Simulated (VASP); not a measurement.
Input of a VASP 6.6.1 run:

The input INCAR:

```
SYSTEM = B4N3
ALGO = Normal
EDIFF = 1E-7
EDIFFG = -0.08
ENCUT = 600
GGA = PE
GGA_COMPAT = .False.
IBRION = 2
ISIF = 3
ISMEAR = 0
LASPH = .True.
LCHARG = .False.
LREAL = .False.
LWAVE = .False.
NELM = 120
NELMIN = 4
NSW = 36
PREC = Accurate
SIGMA = 0.2
```

File KPOINTS:

```
k-points
0
Gamma
  5 5 3
  0 0 0
```

The input POSCAR:

```
B4N3
1.0
    3.9010636000      0.0000000000      0.0000000000
   -1.9505318000      3.3784201800      0.0000000000
    0.0000000000      0.0000000000      5.6483846300
B N
4 3
Direct
    0.0000000000      0.0000000000      0.0000000000
    0.3333333300      0.6666666700      0.5000000000
    0.6666666700      0.3333333300      0.5000000000
    0.0000000000      0.0000000000      0.5000000000
    0.5000000000      0.0000000000      0.5000000000
    0.0000000000      0.5000000000      0.5000000000
    0.5000000000      0.5000000000      0.5000000000
```

Potentials or basis: VASP PAW PBE potentials, release 64 (B, N).

The run is started by

```sh
$ cat potpaw_PBE.64/B/POTCAR potpaw_PBE.64/N/POTCAR > POTCAR
$ mpirun -np 1 vasp_std > vasp.out
```

Problem. Predict the relaxed cell.

Solution. a = 4.886 Å, b = 4.886 Å, c = 3.232 Å, α = 90.00°, β = 90.00°, γ = 120.00°.

Problem. Predict the relaxed volume.

Solution. 9.55 Å³/atom.

Final structure:
```
B N
1.0
     4.88644    0.00000    0.00000
    -2.44322    4.23178    0.00000
     0.00000    0.00000    3.23158
B N
4 3
Direct
  0.00000 0.00000 0.00000
  0.33333 0.66667 0.50000
  0.66667 0.33333 0.50000
  0.00000 0.00000 0.50000
  0.50000 0.00000 0.50000
  0.00000 0.50000 0.50000
  0.50000 0.50000 0.50000
```

Caveat: the k points lie up to 0.65 Å⁻¹ apart in the final cell, too coarse for converged energies and pressures of a metal; a cell axis changed by over 15 % at a fixed basis, so the end point is rough.
